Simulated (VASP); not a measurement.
Write the native input for VASP 6.6.1 that does the following.

| Item | Value |
| --- | --- |
| Task | electric field gradients |
| Functional | LDA |
| Potentials or basis | VASP PAW LDA potentials, release 64 (Sb) |
| Cutoff | 520 eV |
| k mesh | 12 × 12 × 12 |
| Occupations | fermi-dirac, width 0.03 eV |
| Spin | no spin polarisation |
| Dipole correction | no |
| Further INCAR settings | ALGO = Normal; EDIFF = 1e-08; NBANDS = 12 |

The structure of Sb lies in POSCAR:

```
Sb
1.0
    2.1434076350      1.2374969751      3.7314781673
   -2.1434076350      1.2374969751      3.7314781673
    0.0000000000     -2.4749939500      3.7314781673
Sb
2
Direct
    0.2336400000      0.2336400000      0.2336400000
    0.7663600000      0.7663600000      0.7663600000
```

These files were run (other wordings do the same):

INCAR

```
SYSTEM = Sb
PREC = Accurate
ENCUT = 520
EDIFF = 1E-8
ISMEAR = -1
SIGMA = 0.03
LREAL = .FALSE.
LASPH = .TRUE.
NELM = 80
ALGO = Normal
ISIF = 2
LWAVE = .FALSE.
LCHARG = .FALSE.
LEFG = .TRUE.
NBANDS = 12
```

KPOINTS

```
regular mesh
0
G
  12 12 12
  0 0 0
```

Potentials or basis: VASP PAW LDA potentials, release 64 (Sb).

The run is started by

```sh
$ cat potpaw_LDA.64/Sb/POTCAR > POTCAR
$ mpirun -np 1 vasp_std > vasp.out
```

Results of the run:

```json
{"Pressure": "0.0 GPa", "Largest force": "0.193 eV/Å", "Band gap on the k mesh": "zero (bands 5 and 6 overlap by 0.30 eV)", "Largest electric field gradient by atom": "Sb -43.0 V/Å²"}
```

Caveat: without QUAD_EFG the Cq values of the log hold for a quadrupole moment of 1 mb, not for the nuclei; spin-orbit coupling is left out, which moves the levels of the heavy elements.

It took 2.9 min on 1 thread of Intel(R) Xeon(R) Platinum 8488C (Sapphire Rapids) (shared host), peak memory 0.24 GiB.
